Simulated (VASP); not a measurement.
# Na2OsCl4O2 (I4/mmm) in VASP: density of states with PBEsol

Aim: the density of states of Na2OsCl4O2 with PBEsol.

Program: VASP 6.6.1. These are calculated values, not measurements. Logs are shortened: lines on timing, memory, paths and dates and some standing lists are left out, and cuts for length are marked.

## 1. The cell of the first run

Symmetry: I4/mmm, No. 139, tetragonal system. The conventional cell has a = 6.577 Å, b = 6.577 Å, c = 8.232 Å, α = 90.00°, β = 90.00°, γ = 90.00°. Within 2.3 Å of Os (site symmetry 4/mmm) lie 2 O at 1.75 Å and 4 Cl at 2.14 Å. O (site symmetry 4mm) has 1 Os at 1.75 Å within 2.3 Å. Within 4.1 Å of Na (site symmetry -4m2) lie 8 Cl at 3.11 Å and 4 O at 3.30 Å and 4 Os at 3.88 Å. Cl (site symmetry m2m) has 1 Os at 2.14 Å and 2 O at 2.76 Å within 2.8 Å.

## 2. Density of states, PBEsol

POSCAR

```
Na2OsCl4O2
1.0
   -3.2882770300      3.2882770300      4.1162264800
    3.2882770300     -3.2882770300      4.1162264800
    3.2882770300      3.2882770300     -4.1162264800
Os O Na Cl
1 2 2 4
Direct
    0.0000000000      0.0000000000      0.0000000000
    0.2120000000      0.2120000000      0.0000000000
    0.7880000000      0.7880000000      0.0000000000
    0.7500000000      0.2500000000      0.5000000000
    0.2500000000      0.7500000000      0.5000000000
    0.2300000000      0.2300000000      0.4600000000
    0.2300000000      0.7700000000      0.0000000000
    0.7700000000      0.7700000000      0.5400000000
    0.7700000000      0.2300000000      0.0000000000
```

INCAR.step1

```
SYSTEM = Na2OsCl4O2
ALGO = Normal
EDIFF = 1E-6
ENCUT = 520
GGA = PS
ISIF = 2
ISMEAR = -1
LASPH = .True.
LCHARG = .True.
LMAXMIX = 4
LREAL = .False.
LWAVE = .False.
NBANDS = 41
NELM = 100
PREC = Accurate
SIGMA = 0.1
```

KPOINTS.step1

```
k-points
0
Gamma
  7 7 7
  0 0 0
```

INCAR.step2

```
SYSTEM = Na2OsCl4O2
ALGO = Normal
EDIFF = 1E-6
ENCUT = 520
GGA = PS
ICHARG = 11
ISIF = 2
ISMEAR = -5
LASPH = .True.
LCHARG = .False.
LMAXMIX = 4
LORBIT = 10
LREAL = .False.
LWAVE = .False.
NEDOS = 1001
NELM = 100
PREC = Accurate
SIGMA = 0.1
```

KPOINTS.step2

```
k-points
0
Gamma
  11 11 11
  0 0 0
```

Potentials or basis: VASP PAW PBE potentials, release 64 (Os, O, Na_pv, Cl).

On the command line:

```console
> cat potpaw_PBE.64/Os/POTCAR potpaw_PBE.64/O/POTCAR potpaw_PBE.64/Na_pv/POTCAR potpaw_PBE.64/Cl/POTCAR > POTCAR
> cp INCAR.step1 INCAR
> cp KPOINTS.step1 KPOINTS
> mpirun -np 1 vasp_std > vasp.out
> cp INCAR.step2 INCAR
> cp KPOINTS.step2 KPOINTS
> mpirun -np 1 vasp_std > vasp.out
```

OUTCAR:

```text
SYSTEM = Na2OsCl4O2
   EDIFF = 1E-6
   ENCUT = 520
   GGA = PS
   ICHARG = 11
   ISIF = 2
   ISMEAR = -5
   LASPH = .True.
   LORBIT = 10
   LREAL = .False.
   NELM = 100
   PREC = Accurate

 ion  position               nearest neighbor table
   1  0.000  0.000  0.000-   2 1.75   3 1.75   7 2.14   9 2.14   8 2.14   6 2.14
   2  0.212  0.212  0.000-   1 1.75
   3  0.788  0.788  0.000-   1 1.75
   4  0.750  0.250  0.500-
   5  0.250  0.750  0.500-
   6  0.230  0.230  0.460-   1 2.14
   7  0.230  0.770  0.000-   1 2.14
   8  0.770  0.770  0.540-   1 2.14
   9  0.770  0.230  0.000-   1 2.14

  LATTYP: Found a body centered tetragonal cell.
 ALAT       =     6.5765540600
 C/A-ratio  =     1.2517882290

  Lattice vectors:

 A1 = (  -3.2882770300,   3.2882770300,   4.1162264800)
 A2 = (   3.2882770300,  -3.2882770300,   4.1162264800)
 A3 = (   3.2882770300,   3.2882770300,  -4.1162264800)

Analysis of symmetry for initial positions (statically):
=====================================================================
 Subroutine PRICEL returns:
 Original cell was already a primitive cell.

 Routine SETGRP: Setting up the symmetry group for a
 body centered tetragonal supercell.

 Subroutine GETGRP returns: Found 16 space group operations
 (whereof 16 operations were pure point group operations)
 out of a pool of 16 trial point group operations.

The static configuration has the point symmetry D_4h.

Analysis of symmetry for dynamics (positions and initial velocities):
=====================================================================
 Subroutine PRICEL returns:
 Original cell was already a primitive cell.

 Routine SETGRP: Setting up the symmetry group for a
 body centered tetragonal supercell.

 Subroutine GETGRP returns: Found 16 space group operations
 (whereof 16 operations were pure point group operations)
 out of a pool of 16 trial point group operations.

The dynamic configuration has the point symmetry D_4h.

 Subroutine INISYM returns: Found 16 space group operations
 (whereof 16 operations are pure point group operations),
 and found     1 'primitive' translations

----------------------------------------------------------------------------------------

                                     Primitive cell

  volume of cell :     178.0312
[... 117 lines left out ...]
   NUPDOWN=      -1.0000    fix difference up-down
   EMIN   =  10.00;   EMAX   =-10.00  energy-range for DOS
   EFERMI =   0.00;   METHOD = LEGACY
   ISMEAR =    -5;   SIGMA  =   0.10  broadening in eV -4-tet -1-fermi 0-gaus
   EFERMI_NEDOS =   21; number of points for ismear=-14 and -15
   IALGO  =     38    algorithm
   IMIX   =      4    mixing-type and parameters
     AMIX     =   0.40;   BMIX     =  1.00
     AMIX_MAG =   1.60;   BMIX_MAG =  1.00
  volume/ion in A,a.u.               =      19.78       133.49
  Fermi-wavevector in a.u.,A,eV,Ry     =   1.151790  2.176568 18.049770  1.326621
  Thomas-Fermi vector in A             =   2.288446
   LORBIT       =     10    0 simple, 1 ext, 2 COOP (PROOUT), +10 PAW based schemes
   GGA     = PS    functional components
   LHFCALC =     F    Hartree Fock is set to
   AEXX    =    0.0000 exact exchange contribution
   IVDW    =     0    specifies the selected vdW correction
   LEPSILON=     F    determine dielectric tensor
   LRPA    =     F    only Hartree local field effects (RPA)
 non-spin polarized calculation
 Fermi weights with tetrahedron method with Bloechl corrections
  energy-cutoff  :      520.00
  volume of cell :      178.03
 maximum number of plane-waves:      4829

 number of electron      62.0000022 magnetization

 Free energy of the ion-electron system (eV)
  ---------------------------------------------------
  ext. energy  EPLUGINS =         0.00000000
  ---------------------------------------------------
  free energy    TOTEN  =       -41.17708252 eV

  energy without entropy =      -41.17708252  energy(sigma->0) =      -41.17708252

 E-fermi :   2.0386     XC(G=0):  -8.8460

 val. band max:        2.0363885711   @ k =  -0.4545   0.4545   0.0000
 cond. band min:       2.8083502720   @ k =  -0.4545   0.4545   0.0000
 fundamental gap:      0.7719617009
 Fermi energy:         2.0386121481

 k-point     1 :       0.0000    0.0000    0.0000
  band No.  band energies     occupation
      1     -21.3756      2.00000
      2     -21.3756      2.00000
      3     -21.3748      2.00000
      4     -21.3748      2.00000
      5     -21.3704      2.00000
      6     -21.3633      2.00000
[... 949 lines left out ...]
     36       6.4425      0.00000
     37       7.9910      0.00000

 [... further k-points ...]
[... 5 lines left out ...]
  --------------------------------------------------------------------------------------
  -------------------------------------------------------------------------------------
  Total       23.4312621     23.4312621      2.9932836      0.0000000     -0.0000000      0.0000000
  in kB      210.8677737    210.8677737     26.9378171      0.0000000     -0.0000000      0.0000000
  external PRESSURE =     149.5577882 kB  Pullay stress =       0.0000000 kB

 VOLUME and BASIS-vectors are now :
 -----------------------------------------------------------------------------
  energy-cutoff  :      520.00
  volume of cell :      178.03
      direct lattice vectors                 reciprocal lattice vectors
    -3.288277030  3.288277030  4.116226480     0.000000000  0.152055315  0.121470478
     3.288277030 -3.288277030  4.116226480     0.152055315  0.000000000  0.121470478
     3.288277030  3.288277030 -4.116226480     0.152055315  0.152055315  0.000000000

 POSITION                                       TOTAL-FORCE (eV/Angst)
 -----------------------------------------------------------------------------------
      0.00000      0.00000      0.00000        -0.000000     -0.000000      0.000000
      0.00000      0.00000      1.74528        -0.000000     -0.000000      1.364178
      0.00000      0.00000      6.48717        -0.000000     -0.000000     -1.364178
     -0.00000      3.28828      2.05811        -0.000000      0.000000      0.000000
      3.28828     -0.00000      2.05811        -0.000000     -0.000000      0.000000
      1.51261      1.51261     -0.00000         3.910131      3.910131      0.000000
      1.77567     -1.77567      4.11623        -3.910131      3.910131      0.000000
      1.77567      1.77567      4.11623        -3.910131     -3.910131     -0.000000
     -1.77567      1.77567      4.11623         3.910131     -3.910131     -0.000000
 -----------------------------------------------------------------------------------
    total drift:                               -0.000000      0.000000     -0.000000

  FREE ENERGIE OF THE ION-ELECTRON SYSTEM (eV)
  ---------------------------------------------------
  free  energy   TOTEN  =       -41.1770825209 eV

  energy  without entropy=      -41.1770825209  energy(sigma->0) =      -41.17708252

 total charge

# of ion       s       p       d       tot
------------------------------------------
    1        0.793   1.351   6.280   8.424
    2        1.597   3.348   0.000   4.945
    3        1.597   3.348   0.000   4.945
    4        0.025   5.964   0.000   5.989
    5        0.025   5.964   0.000   5.989
    6        1.595   3.580   0.000   5.174
    7        1.595   3.580   0.000   5.174
    8        1.595   3.580   0.000   5.174
    9        1.595   3.580   0.000   5.174
--------------------------------------------------
tot         10.415  34.295   6.280  50.990
```

OUTCAR.step1:

```text
SYSTEM = Na2OsCl4O2
   EDIFF = 1E-6
   ENCUT = 520
   GGA = PS
   ISIF = 2
[... 1306 lines left out ...]
      1.51261      1.51261     -0.00000         3.907314      3.907314     -0.000000
      1.77567     -1.77567      4.11623        -3.907314      3.907314      0.000000
      1.77567      1.77567      4.11623        -3.907314     -3.907314      0.000000
     -1.77567      1.77567      4.11623         3.907314     -3.907314      0.000000
 -----------------------------------------------------------------------------------
    total drift:                                0.000000      0.000000     -0.000000

  FREE ENERGIE OF THE ION-ELECTRON SYSTEM (eV)
  ---------------------------------------------------
  free  energy   TOTEN  =       -41.1784897675 eV

  energy  without entropy=      -41.1701156728  energy(sigma->0) =      -41.17430272
```

OSZICAR.step1:

```text
N       E                     dE             d eps       ncg     rms          rms(c)
DAV:   1     0.627355618525E+03    0.62736E+03   -0.29193E+04  3304   0.150E+03
DAV:   2     0.469449515688E+02   -0.58041E+03   -0.54740E+03  3520   0.406E+02
DAV:   3    -0.440084200092E+02   -0.90953E+02   -0.87617E+02  4151   0.158E+02
DAV:   4    -0.475912161448E+02   -0.35828E+01   -0.35572E+01  3925   0.340E+01
DAV:   5    -0.477056356732E+02   -0.11442E+00   -0.11434E+00  4328   0.629E+00    0.635E+01
DAV:   6    -0.433930961038E+02    0.43125E+01   -0.36065E+01  4441   0.333E+01    0.219E+01
DAV:   7    -0.420420558080E+02    0.13510E+01   -0.19336E+01  4485   0.234E+01    0.230E+01
DAV:   8    -0.411546368613E+02    0.88742E+00   -0.21382E+00  4357   0.853E+00    0.152E+00
DAV:   9    -0.411807614454E+02   -0.26125E-01   -0.32843E-01  3766   0.265E+00    0.169E+00
DAV:  10    -0.411780596271E+02    0.27018E-02   -0.16172E-02  4047   0.738E-01    0.427E-01
DAV:  11    -0.411784126744E+02   -0.35305E-03   -0.28588E-03  3871   0.272E-01    0.164E-01
DAV:  12    -0.411784846410E+02   -0.71967E-04   -0.30118E-04  4047   0.110E-01    0.967E-02
DAV:  13    -0.411784878144E+02   -0.31735E-05   -0.27597E-05  3928   0.315E-02    0.211E-02
DAV:  14    -0.411784900113E+02   -0.21969E-05   -0.15078E-05  4607   0.225E-02    0.380E-02
DAV:  15    -0.411784897675E+02    0.24383E-06   -0.20261E-06  3336   0.102E-02
   1 F= -.41178490E+02 E0= -.41174303E+02  d E =-.837409E-02
```

It took 5.9 min on 1 thread of Intel Xeon 6975P-C (Granite Rapids), shared host; peak memory 0.83 GiB.

What came out:

| Quantity | Value |
| --- | --- |
| Valence electrons inside the program's atomic spheres | Os 8.42; O 4.95; Na 5.99; Cl 5.17 |

Caveat: the PAW data sets were made with another functional, which shifts forces and pressure a little; spin-orbit coupling is left out, which moves the levels of the heavy elements.
